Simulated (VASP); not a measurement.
Write the native input for VASP 6.6.1 that does the following.

```
Task                   : single point
Functional             : PBE
Potentials or basis    : VASP PAW PBE potentials, release 64 (Sb)
Cutoff                 : 520 eV
k mesh                 : 12 × 12 × 12
Occupations            : fermi-dirac, width 0.05 eV
Spin                   : no spin polarisation
Dipole correction      : no
Further INCAR settings : ALGO = Normal; EDIFF = 1e-06; NBANDS = 8
```

The structure of Sb lies in POSCAR:

```
Sb
1.0
    0.0000000000      2.3050000000      2.3741500000
    2.3050000000      0.0000000000      2.3741500000
    2.3050000000      2.3050000000      0.0000000000
Sb
1
Direct
    0.0000000000      0.0000000000      0.0000000000
```

This cell differs from its parent crystal: zz strain of +3 %.

These files were run (other wordings do the same):

INCAR

```
  PREC = Accurate
  ENCUT = 520
  EDIFF = 1E-6
  ISMEAR = -1
  SIGMA = 0.05
  LREAL = F
  LASPH = T
  NELM = 60
  ALGO = Normal
  ISIF = 2
  LWAVE = F
  LCHARG = F
  GGA = PE
  NBANDS = 8
```

KPOINTS

```
Automatic mesh
0
Gamma
  12 12 12
```

Potentials or basis: VASP PAW PBE potentials, release 64 (Sb).

Run with:

```console
$ cat potpaw_PBE.64/Sb/POTCAR > POTCAR
$ mpirun -np 1 vasp_std > vasp.out
```

Results of the run:

```yaml
Pressure: 6.1 GPa
Band_gap_on_the_k_mesh: zero (an odd number of electrons rules out a gap without spin polarisation)
```

Caveat: the cell differs from its parent crystal (zz strain of +3 %); the cell stands under pressure; spin-orbit coupling is left out, which moves the levels of the heavy elements.

Wall time 30 s on 1 thread of Intel Xeon 8259CL, on a shared host, peak memory 0.17 GiB.
